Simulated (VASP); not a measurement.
A run of VASP 6.6.1:

Contents of INCAR:

```
SYSTEM = Ta
ALGO     = Fast           ! electronic algorithm
EDIFF    = 1E-6           ! SCF threshold, eV
ENCUT    = 520            ! plane-wave cutoff, eV
GGA      = PE             ! functional
ISIF     = 2              ! what is computed and relaxed
ISMEAR   = 0              ! smearing method
LASPH    = .TRUE.         ! aspherical terms in the spheres
LCHARG   = .TRUE.         ! write CHGCAR
LELF     = .TRUE.         ! ELF
LREAL    = .FALSE.        ! projectors in reciprocal space
LVHAR    = .TRUE.       
LWAVE    = .FALSE.        ! write WAVECAR
NBANDS   = 12             ! bands
NELM     = 60             ! most SCF steps
PREC     = Accurate       ! precision mode
SIGMA    = 0.15           ! smearing width, eV
```

The input KPOINTS:

```
k-points
0
G
  20 20 20
  0 0 0
```

Contents of POSCAR:

```
Ta
1.0
   -1.6265108000      1.6265108000      1.6265108000
    1.6265108000     -1.6265108000      1.6265108000
    1.6265108000      1.6265108000     -1.6265108000
Ta
1
Direct
    0.0000000000      0.0000000000      0.0000000000
```

Potentials or basis: VASP PAW PBE potentials, release 64 (Ta_pv).

Launch:

```console
$ cat potpaw_PBE.64/Ta_pv/POTCAR > POTCAR
$ mpirun -np 1 vasp_std > vasp.out
```

Hardware: 1 thread of Intel(R) Xeon(R) 6975P-C (Granite Rapids), on a shared host.

Q: Estimate the wall time of this run.

A: Wall time 16 s on 1 thread of Intel(R) Xeon(R) 6975P-C (Granite Rapids), on a shared host, peak memory 0.18 GiB. Counts: scf iterations 12, k points 256.
